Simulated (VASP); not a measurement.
Set up this calculation in VASP 6.6.1, as the native input.

```yaml
Task: relaxation of cell and atoms
Functional: PBE
Potentials_or_basis: VASP PAW PBE potentials, release 64 (Sc_sv, Ta_pv, N)
Cutoff: 600 eV
k_mesh: 12 × 12 × 6
Occupations: gaussian, width 0.1 eV
Spin: no spin polarisation
Dipole_correction: no
Further_INCAR_settings: ALGO = Normal; EDIFF = 1e-06; IBRION = 2; EDIFFG = -0.01; NSW = 100; ISIF = 3
```

The structure of ScTa2N3 lies in POSCAR:

```
ScTa2N3
1.0
    3.1372266977      0.0000000000      0.0000000000
   -1.5686133488      2.7169180176      0.0000000000
    0.0000000000      0.0000000000      7.6864989956
Sc Ta N
1 2 3
Direct
    0.0000000000      0.0000000000      0.0000000000
    0.6666666667      0.3333333333      0.6626138672
    0.3333333333      0.6666666667      0.3373861328
    0.6666666667      0.3333333333      0.1742511925
    0.3333333333      0.6666666667      0.8257488075
    0.0000000000      0.0000000000      0.5000000000
```

These files were run (other wordings do the same):

INCAR

```
SYSTEM = ScTa2N3
  PREC = Accurate
  ENCUT = 600
  EDIFF = 1E-6
  ISMEAR = 0
  SIGMA = 0.1
  LREAL = .FALSE.
  LASPH = .TRUE.
  NELM = 100
  ALGO = Normal
  ISIF = 3
  LWAVE = .FALSE.
  LCHARG = .FALSE.
  GGA = PE
  IBRION = 2
  NSW = 100
  EDIFFG = -0.01
```

KPOINTS

```
Automatic mesh
0
G
  12 12 6
  0 0 0
```

Potentials or basis: VASP PAW PBE potentials, release 64 (Sc_sv, Ta_pv, N).

The run is started by

```sh
$ cat potpaw_PBE.64/Sc_sv/POTCAR potpaw_PBE.64/Ta_pv/POTCAR potpaw_PBE.64/N/POTCAR > POTCAR
$ mpirun -np 1 vasp_std > vasp.out
```

Results of the run:

- Relaxed volume: 10.93 Å³/atom
- Relaxed cell: a = 3.131 Å, b = 3.131 Å, c = 7.722 Å, α = 90.00°, β = 90.00°, γ = 120.00°
- Space group after relaxing (to 0.05 Å): P-3m1 (No. 164)
- Energy gained by relaxing: 0.2 meV/atom
- Ionic steps: 8
- Pressure after relaxing: 0.0 GPa
- Largest force after relaxing: 0.005 eV/Å
- Band gap on the k mesh: zero (band 24 reaches 9.41 eV, above the bottom of band 25 at 7.50 eV)

Caveat: spin-orbit coupling is left out, which moves the levels of the heavy elements.

Run time: 9 min on 1 thread of Intel(R) Xeon(R) 6975P-C (Granite Rapids) (shared host), peak memory 0.38 GiB.
